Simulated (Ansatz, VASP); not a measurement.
## HfO2 in VASP and in Ansatz

File POSCAR:

```
HfO2
1.0
    0.0000000000      2.5575000000      2.5575000000
    2.5575000000      0.0000000000      2.5575000000
    2.5575000000      2.5575000000      0.0000000000
Hf O
1 2
Direct
    0.0000000000      0.0000000000      0.0000000000
    0.7500000000      0.7500000000      0.7500000000
    0.2500000000      0.2500000000      0.2500000000
```

File INCAR.step1:

```
PREC = Accurate ; ENCUT = 520
EDIFF = 1E-5 ; ISMEAR = -1
SIGMA = 0.05 ; LREAL = False
LASPH = True ; NELM = 60
ALGO = Normal ; ISIF = 2
LWAVE = True ; LCHARG = False
NBANDS = 18 ; GGA = PE
```

INCAR.step2

```
PREC = Accurate ; ENCUT = 520
EDIFF = 1E-6 ; ISMEAR = -1
SIGMA = 0.05 ; LREAL = False
LASPH = True ; NELM = 60
ALGO = Normal ; ISIF = 2
LWAVE = False ; LCHARG = False
GGA = PE ; LHFCALC = True
AEXX = 0.25 ; HFSCREEN = 0.3
PRECFOCK = Normal ; NBANDS = 18
ISTART = 1
```

KPOINTS

```
Automatic mesh
0
Gamma
  5 5 5
```

File input.yaml:

```yaml
crystal:
  lattice:
    - [0.0, 2.5575, 2.5575]
    - [2.5575, 0.0, 2.5575]
    - [2.5575, 2.5575, 0.0]
  atoms:
    - { symbol: Hf, position: [0.0, 0.0, 0.0] }
    - { symbol: O, position: [0.75, 0.75, 0.75] }
    - { symbol: O, position: [0.25, 0.25, 0.25] }
hamiltonian:
  xc: { exchange: pbe, correlation: pbe, exx: { coeff: 0.25, omega: 0.3 } }
  pseudopotentials: { kind: paw }
kpoints:
  mp_grid: { grid: [5, 5, 5] }
scf:
  occupations: { method: fermi_dirac, width: 0.05 }
output:
  forces: true
  stress: true
  eigenvalues: true
```

Alike in both runs: task single point; functional PBE-based screened hybrid with a share of 0.25 of exact exchange and HFSCREEN = 0.3; k mesh 5 × 5 × 5; occupations fermi-dirac, width 0.05 eV; no spin polarisation.

|  | VASP | Ansatz |
| --- | --- | --- |
| version | VASP 6.6.1 | Ansatz 0.2.0 |
| potentials or method | VASP PAW PBE potentials, release 64 (Hf_pv, O) | Ansatz PAW |
| plane-wave cutoff (eV) | 520 | 420 |
| valence electrons in the cell | 22 | 38 |

VASP gave:

```
gap on the k mesh at the Fermi level (eV) : 5.34
least direct gap on the mesh (eV)         : 5.64
pressure (GPa)                            : -13.0
```

Estimate Ansatz's values.

gap on the k mesh at the Fermi level (eV): 5.43; least direct gap on the mesh (eV): 5.69; pressure (GPa): -8.5.

VASP's potentials were made for PBE, not for PBE-based screened hybrid. VASP's potentials hold 22 valence electrons a cell and Ansatz's 38, so a difference there can come from the potentials and not from the codes.

The k mesh is coarse, so the values compare programs but aren't converged. Spin-orbit coupling is off throughout. Noted on Ansatz's run: odd divisions of the mesh miss points on the zone boundary, where band edges often lie, so the gap on the mesh can be too wide.
